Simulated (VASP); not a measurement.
# BP (mix) (F-43m) in VASP: single point with PBE

Aim: the single point of BP (mix) with PBE.

All numbers are computed with VASP 6.6.1; they aren't measurements. Logs are shortened: lines on timing, memory, paths and dates and some standing lists are left out, and cuts for length are marked.

## 1. The cell of the first run

Symmetry: F-43m, No. 216, cubic system. Conventional cell: a = 4.548 Å, b = 4.548 Å, c = 4.548 Å, α = 90.00°, β = 90.00°, γ = 90.00°. B (site symmetry -43m) has 4 P at 1.97 Å within 2.6 Å. Within 2.6 Å of P (site symmetry -43m) lie 4 B at 1.97 Å.

## 2. Single point, PBE

INCAR reads:

```
  ALGO = Normal
  EDIFF = 1E-6
  ENCUT = 500
  GGA = PE
  GGA_COMPAT = False
  ISIF = 2
  ISMEAR = 0
  LASPH = True
  LCHARG = False
  LREAL = False
  LWAVE = False
  NBANDS = 11
  NELM = 120
  PREC = Accurate
  SIGMA = 0.02
```

KPOINTS reads:

```
k-points
0
Gamma
  10 10 10
```

POSCAR reads:

```
BP
1.0
    0.0000000000      2.2741578905      2.2741578905
    2.2741578905      0.0000000000      2.2741578905
    2.2741578905      2.2741578905      0.0000000000
B P
1 1
Direct
    0.0000000000      0.0000000000      0.0000000000
    0.2500000000      0.2500000000      0.2500000000
```

Potentials or basis: VASP PAW PBE potentials, release 64 (B, P).

The run is started by

```sh
cat potpaw_PBE.64/B/POTCAR potpaw_PBE.64/P/POTCAR > POTCAR
mpirun -np 1 vasp_std > vasp.out
```

OUTCAR:

```text
EDIFF = 1E-6
   ENCUT = 500
   GGA = PE
   ISIF = 2
   ISMEAR = 0
   LASPH = True
   LREAL = False
   NELM = 120
   PREC = Accurate

 ion  position               nearest neighbor table
   1  0.000  0.000  0.000-   2 1.97   2 1.97   2 1.97   2 1.97
   2  0.250  0.250  0.250-   1 1.97   1 1.97   1 1.97   1 1.97

  LATTYP: Found a face centered cubic cell.
 ALAT       =     4.5483157810

  Lattice vectors:

 A1 = (   0.0000000000,   2.2741578905,   2.2741578905)
 A2 = (   2.2741578905,   0.0000000000,   2.2741578905)
 A3 = (   2.2741578905,   2.2741578905,   0.0000000000)

Analysis of symmetry for initial positions (statically):
=====================================================================
 Subroutine PRICEL returns:
 Original cell was already a primitive cell.

 Routine SETGRP: Setting up the symmetry group for a
 face centered cubic supercell.

 Subroutine GETGRP returns: Found 24 space group operations
 (whereof 24 operations were pure point group operations)
 out of a pool of 48 trial point group operations.

The static configuration has the point symmetry T_d .

Analysis of symmetry for dynamics (positions and initial velocities):
=====================================================================
 Subroutine PRICEL returns:
 Original cell was already a primitive cell.

 Routine SETGRP: Setting up the symmetry group for a
 face centered cubic supercell.

 Subroutine GETGRP returns: Found 24 space group operations
 (whereof 24 operations were pure point group operations)
 out of a pool of 48 trial point group operations.

The dynamic configuration has the point symmetry T_d .

 Subroutine INISYM returns: Found 24 space group operations
 (whereof 24 operations are pure point group operations),
 and found     1 'primitive' translations

----------------------------------------------------------------------------------------

                                     Primitive cell

  volume of cell :      23.5230

  direct lattice vectors                    reciprocal lattice vectors
     0.000000000  2.274157891  2.274157891    -0.219861603  0.219861603  0.219861603
     2.274157891  0.000000000  2.274157891     0.219861603 -0.219861603  0.219861603
     2.274157891  2.274157891  0.000000000     0.219861603  0.219861603 -0.219861603

  length of vectors
     3.216144932  3.216144932  3.216144932     0.380811468  0.380811468  0.380811468

  position of ions in fractional coordinates (direct lattice)
     0.000000000  0.000000000  0.000000000
     0.250000000  0.250000000  0.250000000

  ion indices of the primitive-cell ions
   primitive index   ion index
                 1           1
                 2           2

----------------------------------------------------------------------------------------

 KPOINTS: k-points

Automatic generation of k-mesh.
 Grid dimensions read from file:
 generate k-points for:   10   10   10

 Generating k-lattice:

  Cartesian coordinates                     Fractional coordinates (reciprocal lattice)
    -0.021986160  0.021986160  0.021986160     0.100000000  0.000000000  0.000000000
     0.021986160 -0.021986160  0.021986160     0.000000000  0.100000000  0.000000000
     0.021986160  0.021986160 -0.021986160     0.000000000  0.000000000  0.100000000

  Length of vectors
     0.038081147  0.038081147  0.038081147

  Shift w.r.t. Gamma in fractional coordinates (k-lattice)
     0.000000000  0.000000000  0.000000000

 Subroutine IBZKPT returns following result:
 ===========================================

 Found     47 irreducible k-points:

 Following reciprocal coordinates:
            Coordinates               Weight
  0.000000  0.000000  0.000000      1.000000
  0.100000  0.000000  0.000000      8.000000
  0.200000  0.000000  0.000000      8.000000
  0.300000  0.000000  0.000000      8.000000
  0.400000  0.000000  0.000000      8.000000
  0.500000  0.000000  0.000000      4.000000
[... 16 lines left out ...]
  0.300000  0.300000  0.000000      6.000000
  0.400000  0.300000  0.000000     24.000000
 [... further k-points ...]
   k-points           NKPTS =     47   k-points in BZ     NKDIM =     47   number of bands    NBANDS=     11
   number of dos      NEDOS =    301   number of ions     NIONS =      2
   total plane-waves  NPLWV =  13824
   dimension x,y,z NGX =    24 NGY =   24 NGZ =   24
   dimension x,y,z NGXF=    48 NGYF=   48 NGZF=   48
   ions per type =               1   1
   NGX,Y,Z   is equivalent  to a cutoff of  12.41, 12.41, 12.41 a.u.
   NGXF,Y,Z  is equivalent  to a cutoff of  24.81, 24.81, 24.81 a.u.
 SYSTEM =  unknown system
   PREC   = accura    normal or accurate (medium, high low for compatibility)
   ISTART =      0    job   : 0-new  1-cont  2-samecut
   ICHARG =      2    charge: 1-file 2-atom 10-const
   ISPIN  =      1    spin polarized calculation?
   LNONCOLLINEAR =      F non collinear calculations
   LSORBIT =      F    spin-orbit coupling
   LASPH  =      T    aspherical Exc in radial PAW
   ENCUT  =  500.0 eV  36.75 Ry    6.06 a.u.   5.86  5.86  5.86*2*pi/ulx,y,z
   NELM   =    120;   NELMIN=  2; NELMDL= -5     # of ELM steps
   EDIFF  = 0.1E-05   stopping-criterion for ELM
   LREAL  =      F    real-space projection
   EDIFFG = 0.1E-04   stopping-criterion for IOM
   NSW    =      0    number of steps for IOM
   IBRION =     -1    ionic relax: 0-MD 1-quasi-New 2-CG
   NFREE  =      0    steps in history (QN), initial steepest desc. (CG)
   ISIF   =      2    stress and relaxation
   ISYM   =      2    0-nonsym 1-usesym 2-fastsym
   POTIM  = 0.5000    time-step for ionic-motion
   TEBEG  =    0.0;   TEEND  =   0.0 temperature during run
   PSTRESS=    0.0 pullay stress
   NELECT =       8.0000    total number of electrons
   NUPDOWN=      -1.0000    fix difference up-down
   EMIN   =  10.00;   EMAX   =-10.00  energy-range for DOS
   EFERMI =   0.00;   METHOD = LEGACY
   ISMEAR =     0;   SIGMA  =   0.02  broadening in eV -4-tet -1-fermi 0-gaus
   EFERMI_NEDOS =   21; number of points for ismear=-14 and -15
   IALGO  =     38    algorithm
   IMIX   =      4    mixing-type and parameters
     AMIX     =   0.40;   BMIX     =  1.00
     AMIX_MAG =   1.60;   BMIX_MAG =  1.00
  volume/ion in A,a.u.               =      11.76        79.37
  Fermi-wavevector in a.u.,A,eV,Ry     =   1.142723  2.159433 17.766696  1.305815
  Thomas-Fermi vector in A             =   2.279420
   LORBIT       =      0    0 simple, 1 ext, 2 COOP (PROOUT), +10 PAW based schemes
   GGA     = PE    functional components
   LHFCALC =     F    Hartree Fock is set to
   AEXX    =    0.0000 exact exchange contribution
   IVDW    =     0    specifies the selected vdW correction
   LEPSILON=     F    determine dielectric tensor
   LRPA    =     F    only Hartree local field effects (RPA)
 non-spin polarized calculation
 Gauss-broadening in eV      SIGMA  =   0.02
  energy-cutoff  :      500.00
  volume of cell :       23.52
 maximum number of plane-waves:       610
   NGX = 11   NGY = 11   NGZ = 11

 number of electron       8.0000000 magnetization

 Free energy of the ion-electron system (eV)
  ---------------------------------------------------
  ext. energy  EPLUGINS =         0.00000000
  ---------------------------------------------------
  free energy    TOTEN  =       -12.93057457 eV

  energy without entropy =      -12.93057457  energy(sigma->0) =      -12.93057457

 E-fermi :   7.4760     XC(G=0): -10.8779

 val. band max:        7.3525349933   @ k =   0.0000   0.0000   0.0000
 cond. band min:       8.6010538945   @ k =   0.4000   0.4000   0.0000
 fundamental gap:      1.2485189012
 Fermi energy:         7.4759500740

 k-point     1 :       0.0000    0.0000    0.0000
  band No.  band energies     occupation
      1      -8.0472      2.00000
      2       7.3525      2.00000
      3       7.3525      2.00000
      4       7.3525      2.00000
      5      10.7433      0.00000
      6      10.7433      0.00000
      7      10.7433      0.00000
      8      14.6233      0.00000
      9      18.8195      0.00000
     10      19.4619      0.00000
     11      19.4619      0.00000

 k-point     2 :       0.1000    0.0000    0.0000
  band No.  band energies     occupation
      1      -7.8680      2.00000
      2       6.0555      2.00000
      3       7.0596      2.00000
      4       7.0596      2.00000
      5      11.1491      0.00000
      6      11.1491      0.00000
      7      11.1732      0.00000
      8      15.1515      0.00000
      9      18.7824      0.00000
     10      18.7824      0.00000
     11      19.3847      0.00000

 k-point     3 :       0.2000    0.0000    0.0000
  band No.  band energies     occupation
      1      -7.3375      2.00000
      2       3.7239      2.00000
      3       6.5034      2.00000
      4       6.5034      2.00000
      5      11.3587      0.00000
      6      11.8662      0.00000
      7      11.8662      0.00000
      8      16.3443      0.00000
      9      18.1841      0.00000
     10      18.1841      0.00000
     11      20.2423      0.00000

 k-point     4 :       0.3000    0.0000    0.0000
  band No.  band energies     occupation
      1      -6.4859      2.00000
      2       1.3763      2.00000
      3       6.0165      2.00000
      4       6.0165      2.00000
      5      11.2578      0.00000
      6      12.1988      0.00000
      7      12.1988      0.00000
      8      17.2831      0.00000
      9      18.7534      0.00000
     10      18.7534      0.00000
     11      20.4948      0.00000
[... 239 lines left out ...]
 k-point    22 :      -0.2000    0.2000    0.0000
  band No.  band energies     occupation
      1      -6.1961      2.00000
      2       2.1199      2.00000
      3       3.2073      2.00000
      4       6.1147      2.00000
      5      11.8103      0.00000
      6      12.6512      0.00000
      7      13.7102      0.00000
      8      15.6443      0.00000
      9      16.8497      0.00000
     10      20.9193      0.00000
     11      23.0681      0.00000

 k-point    23 :       0.3000    0.3000    0.0000
  band No.  band energies     occupation
      1      -5.9450      2.00000
      2       2.5269      2.00000
      3       4.1518      2.00000
      4       4.1518      2.00000
      5       8.8821      0.00000
      6      11.2657      0.00000
      7      16.1752      0.00000
      8      16.1752      0.00000
      9      20.3234      0.00000
     10      21.7068      0.00000
     11      23.8066      0.00000

 k-point    24 :       0.4000    0.3000    0.0000
  band No.  band energies     occupation
      1      -5.1256      2.00000
      2       1.2072      2.00000
      3       3.3296      2.00000
      4       3.8587      2.00000
      5       9.1694      0.00000
      6      10.9776      0.00000
      7      16.7820      0.00000
      8      16.7973      0.00000
      9      21.2739      0.00000
     10      22.5759      0.00000
     11      24.3140      0.00000

 [... further k-points ...]
[... 5 lines left out ...]
  --------------------------------------------------------------------------------------
  -------------------------------------------------------------------------------------
  Total       -0.0314414     -0.0314414     -0.0314414     -0.0000000     -0.0000000      0.0000000
  in kB       -2.1415146     -2.1415146     -2.1415146     -0.0000000     -0.0000000      0.0000000
  external PRESSURE =      -2.1415146 kB  Pullay stress =       0.0000000 kB

 VOLUME and BASIS-vectors are now :
 -----------------------------------------------------------------------------
  energy-cutoff  :      500.00
  volume of cell :       23.52
      direct lattice vectors                 reciprocal lattice vectors
     0.000000000  2.274157891  2.274157891    -0.219861603  0.219861603  0.219861603
     2.274157891  0.000000000  2.274157891     0.219861603 -0.219861603  0.219861603
     2.274157891  2.274157891  0.000000000     0.219861603  0.219861603 -0.219861603

 POSITION                                       TOTAL-FORCE (eV/Angst)
 -----------------------------------------------------------------------------------
      0.00000      0.00000      0.00000         0.000000      0.000000      0.000000
      1.13708      1.13708      1.13708        -0.000000     -0.000000     -0.000000
 -----------------------------------------------------------------------------------
    total drift:                                0.000000      0.000000      0.000000

  FREE ENERGIE OF THE ION-ELECTRON SYSTEM (eV)
  ---------------------------------------------------
  free  energy   TOTEN  =       -12.9305745749 eV

  energy  without entropy=      -12.9305745749  energy(sigma->0) =      -12.93057457
```

Run time: 13 s. Hardware: 1 thread of AMD EPYC 7R43 (Zen 3), shared host; peak memory 0.1 GiB.

Results:

```
Free energy            : -12.9306 eV
Pressure               : -0.2 GPa
Band gap on the k mesh : 1.25 eV, indirect (least direct gap 3.39 eV)
```

Levels at points of the mesh, in eV from the valence-band top:
| k point | band 1 | band 2 | band 3 | band 4 | band 5 | band 6 | band 7 | band 8 |
| --- | --- | --- | --- | --- | --- | --- | --- | --- |
| (0.00, 0.00, 0.00) | -15.40 | 0.00 | 0.00 | 0.00 | 3.39 | 3.39 | 3.39 | 7.27 |
| (0.50, 0.00, 0.00) | -12.10 | -8.98 | -1.75 | -1.75 | 3.74 | 4.71 | 4.71 | 10.10 |
| (0.50, 0.50, 0.00) | -10.58 | -8.55 | -4.09 | -4.09 | 1.35 | 1.67 | 12.06 | 12.06 |

A k mesh can miss the band edges. PBE gaps usually lie below the measured ones, often by a third to a half.
